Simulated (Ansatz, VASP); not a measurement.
# Si in VASP and in Ansatz

```
CELL_PARAMETERS angstrom
-3.31800 3.31800 3.31800
3.31800 -3.31800 3.31800
3.31800 3.31800 -3.31800
ATOMIC_POSITIONS crystal
Si 0.20332 0.20332 0.20332
Si 0.50000 0.00000 0.29668
Si 0.29668 0.50000 0.00000
Si 0.00000 0.29668 0.50000
Si 0.79668 0.79668 0.79668
Si 0.50000 0.00000 0.70332
Si 0.70332 0.50000 0.00000
Si 0.00000 0.70332 0.50000
```

Alike in both runs: task electric field gradients; functional r2SCAN; k mesh 10 × 10 × 10; occupations fermi-dirac, width 0.05 eV; no spin polarisation.

|  | VASP | Ansatz |
| --- | --- | --- |
| version | VASP 6.6.1 | Ansatz 0.2.0 |
| potentials or method | VASP PAW PBE potentials, release 64 (Si) | plane-wave PAW, scalar-relativistic |
| plane-wave cutoff (eV) | 520 | 500 |
| valence electrons in the cell | 32 | 32 |

Ansatz gave:

- pressure (GPa): 0.1
- rms of the force components (eV/Å): 0.093
- size of Vzz on the site where it differs most (V/Å²): 11.2

Problem. Estimate VASP's values.

Solution. Pressure (GPa): -0.1; rms of the force components (eV/Å): 0.099; size of Vzz on the site where it differs most (V/Å²): 11.4.

VASP's potentials were made for PBE, not for r2SCAN. Atom by atom the forces differ by 0.006 eV/Å (rms over components). The functional is the same, so the differences come from potentials, cutoffs and numerics.
